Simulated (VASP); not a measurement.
Wanted: the native input for a VASP 6.6.1 run.

```
Task                   : single point
Functional             : r2SCAN
Potentials or basis    : VASP PAW PBE potentials, release 64 (Ni)
Cutoff                 : 520 eV
k mesh                 : 22 × 22 × 22
Occupations            : gaussian, width 0.05 eV
Spin                   : collinear spin, ferromagnetic start
Starting moments       : [0.88] μB
Dipole correction      : no
Further INCAR settings : ALGO = Normal; EDIFF = 1e-06; NBANDS = 15
```

Ni:

```
CELL_PARAMETERS angstrom
0.00000 1.71571 1.71571
1.71571 0.00000 1.71571
1.71571 1.71571 0.00000
ATOMIC_POSITIONS crystal
Ni 0.00000 0.00000 0.00000
```

The input as run:

POSCAR

```
Ni
1.0
    0.0000000000      1.7157058636      1.7157058636
    1.7157058636      0.0000000000      1.7157058636
    1.7157058636      1.7157058636      0.0000000000
Ni
1
Direct
    0.0000000000      0.0000000000      0.0000000000
```

INCAR.step1

```
SYSTEM = Ni
PREC = Accurate
ENCUT = 520
ISMEAR = 0
SIGMA = 0.05
LREAL = .False.
LASPH = .True.
NELM = 150
ISPIN = 2
MAGMOM = 0.88
LMAXMIX = 4
NBANDS = 15
GGA = PE
ALGO = Normal
EDIFF = 1E-4
LWAVE = .True.
LCHARG = .False.
```

INCAR.step2

```
SYSTEM = Ni
PREC = Accurate
ENCUT = 520
EDIFF = 1E-6
ISMEAR = 0
SIGMA = 0.05
LREAL = .False.
LASPH = .True.
NELM = 150
ALGO = Normal
ISIF = 2
LWAVE = .False.
LCHARG = .True.
ISPIN = 2
MAGMOM = 0.88
LORBIT = 11
LMAXMIX = 4
METAGGA = R2SCAN
LMIXTAU = .True.
LELF = .True.
LVHAR = .True.
NBANDS = 15
ISTART = 1
```

KPOINTS

```
Automatic mesh
0
Gamma
  22 22 22
  0 0 0
```

Potentials or basis: VASP PAW PBE potentials, release 64 (Ni).

Command:

```console
$ cat potpaw_PBE.64/Ni/POTCAR > POTCAR
$ cp INCAR.step1 INCAR
$ mpirun -np 1 vasp_std > vasp.out
$ cp INCAR.step2 INCAR
$ mpirun -np 1 vasp_std > vasp.out
```

It gave:

```yaml
Pressure: 9.9 GPa
Net_moment: 0.69 μB per cell
Site_moments: Ni +0.71 μB
Valence_electrons_inside_the_program's_atomic_spheres: Ni 9.49
```

Caveat: the cell stands under pressure; the PAW data sets were made with another functional, which shifts forces and pressure a little.

Wall time 7.2 min on 1 thread of Intel(R) Xeon(R) Platinum 8259CL CPU @ 2.50GHz (Skylake/Cascade Lake), with other jobs on the host, peak memory 0.19 GiB.
